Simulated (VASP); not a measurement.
# Ta2N (P-3m1) in VASP: further runs

Aim: see how the results for Ta2N move with the level of theory and the settings. Levels: r2SCAN, PBEsol, B3LYP. Tasks: single point.

All numbers are computed with VASP 6.6.1; they aren't measurements. Logs are shortened: lines on timing, memory, paths and dates and some standing lists are left out, and cuts for length are marked.

## (1) The cell of the first run

The structure is trigonal, space group P-3m1 (No. 164). Conventional cell: a = 3.174 Å, b = 3.174 Å, c = 4.965 Å, α = 90.00°, β = 90.00°, γ = 120.00°. Within 2.9 Å of Ta (site symmetry 3m) lie 3 N at 2.23 Å. N (site symmetry -3m) has 6 Ta at 2.23 Å within 2.9 Å.

## (2) Single point, r2SCAN

POSCAR

```
Ta2N
1.0
    3.1739135059      0.0000000000      0.0000000000
   -1.5869567530      2.7486897255      0.0000000000
    0.0000000000      0.0000000000      4.9653523268
Ta N
2 1
Direct
    0.3333333333      0.6666666667      0.2547110000
    0.6666666667      0.3333333333      0.7452890000
    0.0000000000      0.0000000000      0.0000000000
```

INCAR.step1

```
SYSTEM = Ta2N
  ALGO = Normal
  EDIFF = 1E-5
  ENCUT = 770
  GGA = PE
  GGA_COMPAT = .FALSE.
  ISMEAR = -1
  LASPH = .TRUE.
  LCHARG = .FALSE.
  LREAL = .FALSE.
  LWAVE = .TRUE.
  NBANDS = 22
  NELM = 120
  PREC = Accurate
  SIGMA = 0.05
```

INCAR.step2

```
SYSTEM = Ta2N
  ALGO = Normal
  EDIFF = 1E-6
  ENCUT = 770
  GGA_COMPAT = .FALSE.
  ISIF = 2
  ISMEAR = -1
  ISTART = 1
  LASPH = .TRUE.
  LCHARG = .FALSE.
  LMIXTAU = .TRUE.
  LREAL = .FALSE.
  LWAVE = .FALSE.
  METAGGA = R2SCAN
  NBANDS = 22
  NELM = 120
  PREC = Accurate
  SIGMA = 0.05
```

KPOINTS

```
k-points
0
G
  10 10 6
  0 0 0
```

Potentials or basis: VASP PAW PBE potentials, release 64 (Ta_sv_GW, N).

The run is started by

```console
$ cat potpaw_PBE.64/Ta_sv_GW/POTCAR potpaw_PBE.64/N/POTCAR > POTCAR
$ cp INCAR.step1 INCAR
$ mpirun -np 1 vasp_std > vasp.out
$ cp INCAR.step2 INCAR
$ mpirun -np 1 vasp_std > vasp.out
```

OUTCAR:

```text
SYSTEM = Ta2N
   EDIFF = 1E-6
   ENCUT = 770
   ISIF = 2
   ISMEAR = -1
   ISTART = 1
   LASPH = .TRUE.
   LREAL = .FALSE.
   METAGGA = R2SCAN
   NELM = 120
   PREC = Accurate

 ion  position               nearest neighbor table
   1  0.333  0.667  0.255-   3 2.23   3 2.23   3 2.23   2 3.05   2 3.05   2 3.05   2 3.12   2 3.12
                             2 3.12
   2  0.667  0.333  0.745-   3 2.23   3 2.23   3 2.23   1 3.05   1 3.05   1 3.05   1 3.12   1 3.12
                             1 3.12
   3  0.000  0.000  0.000-   1 2.23   2 2.23   2 2.23   1 2.23   2 2.23   1 2.23

  LATTYP: Found a hexagonal cell.
 ALAT       =     3.1739135059
 C/A-ratio  =     1.5644258476

  Lattice vectors:

 A1 = (   3.1739135059,   0.0000000000,   0.0000000000)
 A2 = (  -1.5869567530,   2.7486897255,   0.0000000000)
 A3 = (   0.0000000000,   0.0000000000,   4.9653523268)

Analysis of symmetry for initial positions (statically):
=====================================================================
 Subroutine PRICEL returns:
 Original cell was already a primitive cell.

 Routine SETGRP: Setting up the symmetry group for a
 hexagonal supercell.

 Subroutine GETGRP returns: Found 12 space group operations
 (whereof 12 operations were pure point group operations)
 out of a pool of 24 trial point group operations.

The static configuration has the point symmetry D_3d.

Analysis of symmetry for dynamics (positions and initial velocities):
=====================================================================
 Subroutine PRICEL returns:
 Original cell was already a primitive cell.

 Routine SETGRP: Setting up the symmetry group for a
 hexagonal supercell.

 Subroutine GETGRP returns: Found 12 space group operations
 (whereof 12 operations were pure point group operations)
 out of a pool of 24 trial point group operations.

The dynamic configuration has the point symmetry D_3d.

 Subroutine INISYM returns: Found 12 space group operations
 (whereof 12 operations are pure point group operations),
 and found     1 'primitive' translations

----------------------------------------------------------------------------------------

                                     Primitive cell

  volume of cell :      43.3182

  direct lattice vectors                    reciprocal lattice vectors
     3.173913506  0.000000000  0.000000000     0.315068447  0.181904853  0.000000000
    -1.586956753  2.748689725  0.000000000     0.000000000  0.363809706  0.000000000
     0.000000000  0.000000000  4.965352327     0.000000000  0.000000000  0.201395578

  length of vectors
     3.173913506  3.173913506  4.965352327     0.363809706  0.363809706  0.201395578

  position of ions in fractional coordinates (direct lattice)
     0.333333333  0.666666667  0.254711000
     0.666666667  0.333333333  0.745289000
     0.000000000  0.000000000  0.000000000

  ion indices of the primitive-cell ions
   primitive index   ion index
                 1           1
                 2           2
                 3           3

----------------------------------------------------------------------------------------

 KPOINTS: k-points

Automatic generation of k-mesh.
 Grid dimensions read from file:
 generate k-points for:   10   10    6

 Generating k-lattice:

  Cartesian coordinates                     Fractional coordinates (reciprocal lattice)
     0.031506845  0.018190485  0.000000000     0.100000000  0.000000000  0.000000000
     0.000000000  0.036380971  0.000000000     0.000000000  0.100000000  0.000000000
     0.000000000  0.000000000  0.033565930     0.000000000  0.000000000  0.166666667

  Length of vectors
     0.036380971  0.036380971  0.033565930

  Shift w.r.t. Gamma in fractional coordinates (k-lattice)
     0.000000000  0.000000000  0.000000000

 Subroutine IBZKPT returns following result:
 ===========================================

 Found     72 irreducible k-points:

 Following reciprocal coordinates:
            Coordinates               Weight
  0.000000  0.000000  0.000000      1.000000
  0.100000  0.000000  0.000000      6.000000
  0.200000  0.000000  0.000000      6.000000
  0.300000  0.000000  0.000000      6.000000
  0.400000  0.000000  0.000000      6.000000
  0.500000  0.000000  0.000000      3.000000
[... 16 lines left out ...]
  0.000000  0.400000  0.166667      6.000000
  0.500000  0.000000  0.166667      6.000000
 [... further k-points ...]
   k-points           NKPTS =     72   k-points in BZ     NKDIM =     72   number of bands    NBANDS=     22
   number of dos      NEDOS =    301   number of ions     NIONS =      3
   total plane-waves  NPLWV =  43200
   dimension x,y,z NGX =    30 NGY =   30 NGZ =   48
   dimension x,y,z NGXF=    60 NGYF=   60 NGZF=   96
   ions per type =               2   1
   NGX,Y,Z   is equivalent  to a cutoff of  15.71, 15.71, 16.07 a.u.
   NGXF,Y,Z  is equivalent  to a cutoff of  31.43, 31.43, 32.14 a.u.
 SYSTEM =  Ta2N
   PREC   = accura    normal or accurate (medium, high low for compatibility)
   ISTART =      1    job   : 0-new  1-cont  2-samecut
   ICHARG =      0    charge: 1-file 2-atom 10-const
   ISPIN  =      1    spin polarized calculation?
   LNONCOLLINEAR =      F non collinear calculations
   LSORBIT =      F    spin-orbit coupling
   LASPH  =      T    aspherical Exc in radial PAW
   ENCUT  =  770.0 eV  56.59 Ry    7.52 a.u.   7.18  7.18 11.23*2*pi/ulx,y,z
   NELM   =    120;   NELMIN=  2; NELMDL=  0     # of ELM steps
   EDIFF  = 0.1E-05   stopping-criterion for ELM
   LREAL  =      F    real-space projection
   EDIFFG = 0.1E-04   stopping-criterion for IOM
   NSW    =      0    number of steps for IOM
   IBRION =     -1    ionic relax: 0-MD 1-quasi-New 2-CG
   NFREE  =      0    steps in history (QN), initial steepest desc. (CG)
   ISIF   =      2    stress and relaxation
   ISYM   =      2    0-nonsym 1-usesym 2-fastsym
   POTIM  = 0.5000    time-step for ionic-motion
   TEBEG  =    0.0;   TEEND  =   0.0 temperature during run
   PSTRESS=    0.0 pullay stress
   NELECT =      31.0000    total number of electrons
   NUPDOWN=      -1.0000    fix difference up-down
   EMIN   =  10.00;   EMAX   =-10.00  energy-range for DOS
   EFERMI =   0.00;   METHOD = LEGACY
   ISMEAR =    -1;   SIGMA  =   0.05  broadening in eV -4-tet -1-fermi 0-gaus
   EFERMI_NEDOS =   21; number of points for ismear=-14 and -15
   IALGO  =     38    algorithm
   IMIX   =      4    mixing-type and parameters
     AMIX     =   0.40;   BMIX     =  1.00
     AMIX_MAG =   1.60;   BMIX_MAG =  1.00
  volume/ion in A,a.u.               =      14.44        97.44
  Fermi-wavevector in a.u.,A,eV,Ry     =   1.464328  2.767179 29.174390  2.144257
  Thomas-Fermi vector in A             =   2.580317
   LORBIT       =      0    0 simple, 1 ext, 2 COOP (PROOUT), +10 PAW based schemes
   METAGGA = R2SCAN    functional components
   LHFCALC =     F    Hartree Fock is set to
   AEXX    =    0.0000 exact exchange contribution
   IVDW    =     0    specifies the selected vdW correction
   LEPSILON=     F    determine dielectric tensor
   LRPA    =     F    only Hartree local field effects (RPA)
 non-spin polarized calculation
  energy-cutoff  :      770.00
  volume of cell :       43.32
 maximum number of plane-waves:      2120
 NGX is ok and might be reduce to    30
   NGX = 15   NGY = 15   NGZ = 23

 number of electron      31.0000001 magnetization

 Free energy of the ion-electron system (eV)
  ---------------------------------------------------
  ext. energy  EPLUGINS =         0.00000000
  ---------------------------------------------------
  free energy    TOTEN  =      -113.88139741 eV

  energy without entropy =     -113.86795121  energy(sigma->0) =     -113.87467431

 E-fermi :  11.1327     XC(G=0): -13.8721

 val. band max:       11.1237047402   @ k =   0.1000   0.0000   0.0000
 cond. band min:      11.1356262472   @ k =   0.0000   0.3000   0.3333
 fundamental gap:      0.0119215070
 Fermi energy:        11.1326539572

 k-point     1 :       0.0000    0.0000    0.0000
  band No.  band energies     occupation
      1     -59.8272      2.00000
      2     -59.7650      2.00000
      3     -25.9490      2.00000
      4     -25.3569      2.00000
      5     -25.3569      2.00000
      6     -25.2510      2.00000
[... 14 lines left out ...]
     21      12.2440      0.00000
     22      15.8217      0.00000

 k-point     2 :       0.1000    0.0000    0.0000
  band No.  band energies     occupation
      1     -59.8231      2.00000
      2     -59.7637      2.00000
      3     -25.9239      2.00000
      4     -25.4050      2.00000
      5     -25.3743      2.00000
      6     -25.2993      2.00000
[... 14 lines left out ...]
     21      12.9031      0.00000
     22      15.7682      0.00000

 k-point     3 :       0.2000    0.0000    0.0000
  band No.  band energies     occupation
      1     -59.8122      2.00000
      2     -59.7605      2.00000
      3     -25.8539      2.00000
      4     -25.5319      2.00000
      5     -25.4196      2.00000
      6     -25.4168      2.00000
[... 14 lines left out ...]
     21      14.4806      0.00000
     22      15.3755      0.00000

 k-point     4 :       0.3000    0.0000    0.0000
  band No.  band energies     occupation
      1     -59.7976      2.00000
      2     -59.7575      2.00000
      3     -25.7586      2.00000
      4     -25.6858      2.00000
      5     -25.5587      2.00000
      6     -25.4656      2.00000
[... 14 lines left out ...]
     21      15.0038      0.00000
     22      16.0447      0.00000

 k-point     5 :       0.4000    0.0000    0.0000
  band No.  band energies     occupation
      1     -59.7842      2.00000
      2     -59.7569      2.00000
      3     -25.8241      2.00000
      4     -25.6658      2.00000
      5     -25.6444      2.00000
      6     -25.5032      2.00000
[... 417 lines left out ...]
 k-point    22 :       0.4000    0.0000    0.1667
  band No.  band energies     occupation
      1     -59.7823      2.00000
      2     -59.7587      2.00000
      3     -25.8425      2.00000
      4     -25.7238      2.00000
      5     -25.5793      2.00000
      6     -25.4917      2.00000
[... 14 lines left out ...]
     21      15.3472      0.00000
     22      15.8066      0.00000

 k-point    23 :       0.0000    0.4000    0.1667
  band No.  band energies     occupation
      1     -59.7824      2.00000
      2     -59.7587      2.00000
      3     -25.8730      2.00000
      4     -25.7016      2.00000
      5     -25.5597      2.00000
      6     -25.4887      2.00000
[... 14 lines left out ...]
     21      15.0888      0.00000
     22      16.9865      0.00000

 k-point    24 :       0.5000    0.0000    0.1667
  band No.  band energies     occupation
      1     -59.7766      2.00000
      2     -59.7589      2.00000
      3     -25.8991      2.00000
      4     -25.7476      2.00000
      5     -25.5365      2.00000
      6     -25.5038      2.00000
[... 14 lines left out ...]
     21      15.3950      0.00000
     22      16.2114      0.00000

 [... further k-points ...]

------------------------ aborting loop because EDIFF is reached ----------------------------------------

  FORCE on cell =-STRESS in cart. coord.  units (eV):
  Direction    XX          YY          ZZ          XY          YZ          ZX
  --------------------------------------------------------------------------------------
  -------------------------------------------------------------------------------------
  Total       -5.5297214     -5.5297214     -4.9236521      0.0000000      0.0000000      0.0000000
  in kB     -204.5233787   -204.5233787   -182.1071797      0.0000000      0.0000000      0.0000000
  external PRESSURE =    -197.0513124 kB  Pullay stress =       0.0000000 kB

 VOLUME and BASIS-vectors are now :
 -----------------------------------------------------------------------------
  energy-cutoff  :      770.00
  volume of cell :       43.32
      direct lattice vectors                 reciprocal lattice vectors
     3.173913506  0.000000000  0.000000000     0.315068447  0.181904853  0.000000000
    -1.586956753  2.748689725  0.000000000     0.000000000  0.363809706  0.000000000
     0.000000000  0.000000000  4.965352327     0.000000000  0.000000000  0.201395578

 POSITION                                       TOTAL-FORCE (eV/Angst)
 -----------------------------------------------------------------------------------
     -0.00000      1.83246      1.26473         0.000000      0.000000     -0.160518
      1.58696      0.91623      3.70062        -0.000000     -0.000000      0.160518
      0.00000      0.00000      0.00000         0.000000      0.000000     -0.000000
 -----------------------------------------------------------------------------------
    total drift:                               -0.000000      0.000000     -0.000000

  FREE ENERGIE OF THE ION-ELECTRON SYSTEM (eV)
  ---------------------------------------------------
  free  energy   TOTEN  =      -113.8813974107 eV

  energy  without entropy=     -113.8679512136  energy(sigma->0) =     -113.87467431
```

It took 14 min on 1 thread of AMD EPYC 7R43 (Zen 3), shared host; peak memory 0.26 GiB.

Results:

| Quantity | Value |
| --- | --- |
| Free energy | -113.8814 eV |
| Pressure | -19.7 GPa |
| Largest force | 0.161 eV/Å |
| Band gap on the k mesh | zero (an odd number of electrons rules out a gap without spin polarisation) |

Forces in eV/Å, atoms in the order of the input:
```
Ta   0.000  0.000 -0.161
Ta   0.000  0.000  0.161
N    0.000  0.000  0.000
```

Caveat: the cell stands under tension; the PAW data sets were made with another functional, which shifts forces and pressure a little; spin-orbit coupling is left out, which moves the levels of the heavy elements.

## (3) Single point, PBEsol, non-collinear spin, zero start, spin-orbit coupling

This run uses another cell than the first one, of 13.62 Å³/atom.

INCAR

```
SYSTEM = Ta2N
  ALGO = Normal
  EDIFF = 1E-6
  ENCUT = 520
  GGA = PS
  GGA_COMPAT = .FALSE.
  ISIF = 2
  ISMEAR = -1
  LASPH = .TRUE.
  LCHARG = .FALSE.
  LMAXMIX = 4
  LORBIT = 11
  LORBMOM = .TRUE.
  LREAL = .FALSE.
  LSORBIT = .TRUE.
  LWAVE = .FALSE.
  MAGMOM = 0 0 0 0 0 0 0 0 0
  NBANDS = 40
  NELM = 150
  PREC = Accurate
  SIGMA = 0.05
```

KPOINTS is that of step 2.

POSCAR

```
Ta2N
1.0
    3.1128615060      0.0000000000      0.0000000000
   -1.5564307530      2.6958171426      0.0000000000
    0.0000000000      0.0000000000      4.8698410000
Ta N
2 1
Direct
    0.3333333333      0.6666666667      0.2547110000
    0.6666666667      0.3333333333      0.7452890000
    0.0000000000      0.0000000000      0.0000000000
```

Potentials or basis: VASP PAW PBE potentials, release 64 (Ta_pv, N).

The run is started by

```console
$ cat potpaw_PBE.64/Ta_pv/POTCAR potpaw_PBE.64/N/POTCAR > POTCAR
$ mpirun -np 1 vasp_ncl > vasp.out
```

It took 3 min on 1 thread of Intel Xeon Platinum 8375C at 2.90GHz (Ice Lake), shared host; peak memory 0.34 GiB.

The run converged. Its results:

| Property | Result |
| --- | --- |
| Free energy | -37.8462 eV |
| Pressure | -8.4 GPa |
| Largest force | 0.256 eV/Å |
| Net moment | 0.00 μB per cell |
| Valence electrons inside the program's atomic spheres | Ta 8.89; N 3.72 |

Forces in eV/Å, atoms in the order of the input:
```
Ta   0.000  0.000 -0.256
Ta   0.000  0.000  0.256
N    0.000  0.000  0.000
```

Stress tensor (GPa, compression positive):
```
-8.55  0.00  0.00
 0.00 -8.55  0.00
 0.00  0.00 -7.96
```

Moments on the atoms (μB; x, y, z):
```
Ta  0.00 0.00 0.00
Ta  0.00 0.00 0.00
N   0.00 0.00 0.00
```

Caveat: the cell stands under tension; the PAW data sets were made with another functional, which shifts forces and pressure a little.

## (4) Single point, B3LYP

This run uses another cell than the first one, of 13.62 Å³/atom.

POSCAR is that of step 3.

INCAR.step1

```
ALGO = Normal
EDIFF = 1E-5
ENCUT = 520
GGA = PE
GGA_COMPAT = F
ISIF = 2
ISMEAR = -1
LASPH = T
LREAL = F
LWAVE = T
NBANDS = 22
NELM = 120
PREC = Accurate
SIGMA = 0.05
```

INCAR.step2

```
AEXX = 0.2
AGGAC = 0.81
AGGAX = 0.72
ALDAC = 0.19
ALGO = Normal
EDIFF = 1E-6
ENCUT = 520
GGA = B3
GGA_COMPAT = F
ISIF = 2
ISMEAR = -1
ISTART = 1
LASPH = T
LCHARG = T
LELF = T
LHFCALC = T
LREAL = F
LVHAR = T
LWAVE = F
NBANDS = 22
NELM = 120
PREC = Accurate
PRECFOCK = Normal
SIGMA = 0.05
```

KPOINTS

```
k-points
0
Gamma
  5 5 3
```

Potentials or basis: VASP PAW PBE potentials, release 64 (Ta_sv_GW, N).

The run is started by

```console
$ cat potpaw_PBE.64/Ta_sv_GW/POTCAR potpaw_PBE.64/N/POTCAR > POTCAR
$ cp INCAR.step1 INCAR
$ mpirun -np 1 vasp_std > vasp.out
$ cp INCAR.step2 INCAR
$ mpirun -np 1 vasp_std > vasp.out
```

Wall time 30 min (1 thread of Intel Xeon Platinum 8259CL at 2.50GHz (Skylake/Cascade Lake), shared host); peak memory 0.18 GiB.

The run converged. Its results:

```
Free energy            : -42.4337 eV
Pressure               : 0.0 GPa
Largest force          : 0.348 eV/Å
Band gap on the k mesh : zero (an odd number of electrons rules out a gap without spin polarisation)
```

Forces on the atoms (eV/Å):
```
Ta   0.000  0.000 -0.348
Ta   0.000  0.000  0.348
N    0.000  0.000  0.000
```

Stress tensor (GPa, compression positive):
```
-2.77  0.00  0.00
 0.00 -2.77  0.00
 0.00  0.00  5.52
```

Levels at points of the mesh, in eV from the Fermi level:
```csv
k point,band 13,band 14,band 15,band 16,band 17,band 18
"(0.00, 0.00, 0.00)",-5.75,-0.76,-0.29,-0.29,0.64,0.89
```

Caveat: the k points lie up to 0.47 Å⁻¹ apart, too coarse for converged energies and pressures of a metal; the PAW data sets were made with another functional, which shifts forces and pressure a little; spin-orbit coupling is left out, which moves the levels of the heavy elements.

## (5) The runs side by side

| level | potentials or basis | spin | cell | k mesh | cutoff (eV) | grid for exact exchange (PRECFOCK) | share of exact exchange | gap on the mesh (eV) | pressure (GPa) | largest force (eV/Å) |
| --- | --- | --- | --- | --- | --- | --- | --- | --- | --- | --- |
| r2SCAN | VASP PAW PBE potentials, release 64 (Ta_sv_GW, N) | off | a = 3.174, b = 3.174, c = 4.965 Å, angles 90.0, 90.0, 120.0°, 3 atoms | 10 × 10 × 6 | 770 | - | - | none | -19.7 | 0.16 |
| PBEsol | VASP PAW PBE potentials, release 64 (Ta_pv, N) | non-collinear, zero start, SOC | a = 3.113, b = 3.113, c = 4.870 Å, angles 90.0, 90.0, 120.0°, 3 atoms | 10 × 10 × 6 | 520 | - | - | - | -8.4 | 0.26 |
| B3LYP | VASP PAW PBE potentials, release 64 (Ta_sv_GW, N) | off | a = 3.113, b = 3.113, c = 4.870 Å, angles 90.0, 90.0, 120.0°, 3 atoms | 5 × 5 × 3 | 520 | Normal | 0.2 | none | 0.0 | 0.35 |

Alike in all rows: task single point; smearing fermi-dirac 0.05 eV.

Caveats: some runs use coarse meshes; the PAW data sets were made with another functional, which shifts forces and pressure a little; the cell stands under tension (at least some runs); spin-orbit coupling is left out, which moves the levels of the heavy elements (at least some runs).

Total energies depend on the potentials used, so only differences within one code and one set of settings carry meaning.

The gap in the log of VASP goes by the Fermi energy; the results here count the filled bands.